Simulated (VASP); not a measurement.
**MoSe2: relaxation of cell and atoms with PBE+D3(BJ)**

Crystal: MoSe2.

```
CELL_PARAMETERS angstrom
3.27776 0.00000 0.00000
-1.63888 2.83862 0.00000
0.00000 0.00000 12.71817
ATOMIC_POSITIONS crystal
Mo 0.33333 0.66667 0.25000
Mo 0.66667 0.33333 0.75000
Se 0.33333 0.66667 0.61838
Se 0.66667 0.33333 0.11838
Se 0.33333 0.66667 0.88162
Se 0.66667 0.33333 0.38162
```

- Program: VASP 6.6.1
- Task: relaxation of cell and atoms
- Functional: PBE
- Dispersion: D3(BJ)
- Potentials or basis: VASP PAW PBE potentials, release 64 (Mo_sv, Se)
- Cutoff: 500 eV
- k mesh: 9 × 9 × 2
- Occupations: gaussian, width 0.02 eV
- Spin: no spin polarisation
- Dipole correction: no
- Further INCAR settings: ALGO = Normal; EDIFF = 1e-07; IBRION = 2; EDIFFG = -0.005; NSW = 100; ISIF = 3

- Relaxed volume: 19.75 Å³/atom
- Relaxed cell: a = 3.279 Å, b = 3.279 Å, c = 12.727 Å, α = 90.00°, β = 90.00°, γ = 120.00°
- Space group after relaxing (to 0.05 Å): P6_3/mmc (No. 194)
- Energy gained by relaxing: 0.0 meV/atom
- Ionic steps: 3
- Pressure after relaxing: 0.0 GPa
- Band gap on the k mesh: 0.84 eV, indirect (least direct gap 1.46 eV)
- Dispersion energy per atom: -0.479 eV

Forces on the atoms (eV/Å):
```
Mo   0.000  0.000  0.000
Mo   0.000  0.000  0.000
Se   0.000  0.000  0.002
Se   0.000  0.000  0.002
Se   0.000  0.000 -0.002
Se   0.000  0.000 -0.002
```

Step by step:
```tsv
step	energy change (eV)	largest force (eV/Å)	pressure (GPa)	volume (Å³)
1	0.0000	0.0313	0.24	118.33
2	0.0005	0.0694	-0.46	118.84
3	-0.0002	0.0025	0.01	118.50
```

Final structure:
```cif
data_structure
_symmetry_space_group_name_H-M 'P 1'
_symmetry_Int_Tables_number 1
_cell_length_a 3.2790
_cell_length_b 3.2790
_cell_length_c 12.7271
_cell_angle_alpha 90.000
_cell_angle_beta 90.000
_cell_angle_gamma 120.000
_cell_volume 118.50
loop_
_atom_site_label
_atom_site_type_symbol
_atom_site_fract_x
_atom_site_fract_y
_atom_site_fract_z
_atom_site_occupancy
Mo1 Mo 0.33333 0.66667 0.25000 1
Mo2 Mo 0.66667 0.33333 0.75000 1
Se1 Se 0.33333 0.66667 0.61834 1
Se2 Se 0.66667 0.33333 0.11835 1
Se3 Se 0.33333 0.66667 0.88165 1
Se4 Se 0.66667 0.33333 0.38166 1
```

Levels at points of the mesh, in eV from the valence-band top:
```
           k point  band 24  band 25  band 26  band 27  band 28  band 29
(0.00, 0.00, 0.00)    -1.19    -0.68     0.00     2.46     2.46     2.54
(0.00, 0.00, 0.50)    -1.51    -0.16    -0.16     2.47     2.47     2.47
```

It took 2.9 min on 1 thread of Intel(R) Xeon(R) Platinum 8488C (Sapphire Rapids), on a shared host, peak memory 0.27 GiB.

A k mesh can miss the band edges. Expect the measured gap to be larger: semilocal functionals such as PBE lack the derivative discontinuity.
